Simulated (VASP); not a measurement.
A run of VASP 6.6.1 is set up as follows.

INCAR

```
ALGO     = Normal         # electronic algorithm
EDIFF    = 1E-7           # SCF threshold, eV
ENCUT    = 520            # plane-wave cutoff, eV
GGA      = PE             # functional
ISIF     = 2              # what is computed and relaxed
ISMEAR   = 0              # smearing method
LASPH    = True           # aspherical terms in the spheres
LCHARG   = False          # write CHGCAR
LREAL    = False          # projectors in reciprocal space
LWAVE    = False          # write WAVECAR
NBANDS   = 36             # bands
NELM     = 100            # most SCF steps
PREC     = Accurate       # precision mode
SIGMA    = 0.1            # smearing width, eV
```

Contents of KPOINTS:

```
k-points
0
Gamma
  6 6 2
```

POSCAR

```
ZnCd2Se3
1.0
    4.1113884500      0.0000000000      0.0000000000
   -2.0556942200      3.5605668400      0.0000000000
    0.0000000000      0.0000000000     10.0708038300
Zn Cd Se
1 2 3
Direct
    0.6666666700      0.3333333300      0.6666666700
    0.0000000000      0.0000000000      0.0000000000
    0.3333333300      0.6666666700      0.3333333300
    0.0000000000      0.0000000000      0.7500000000
    0.6666666700      0.3333333300      0.4166666700
    0.3333333300      0.6666666700      0.0833333300
```

Potentials or basis: VASP PAW PBE potentials, release 64 (Zn, Cd, Se).

Command:

```console
$ cat potpaw_PBE.64/Zn/POTCAR potpaw_PBE.64/Cd/POTCAR potpaw_PBE.64/Se/POTCAR > POTCAR
$ mpirun -np 1 vasp_std > vasp.out
```

**Question.** Predict the band gap on the k mesh.

**Answer.** 0.86 eV, direct.

**Question.** Predict the largest force.

**Answer.** 1.343 eV/Å.

**Question.** Predict the pressure.

**Answer.** 8.6 GPa.

Stress tensor (GPa, compression positive):
```
8.62 0.00 0.00
0.00 8.62 0.00
0.00 0.00 8.50
```

Caveat: forces of over 1 eV/Å act on the atoms, so gaps and moduli don't describe the material at rest. Expect the measured gap to be larger: semilocal functionals such as PBE lack the derivative discontinuity.
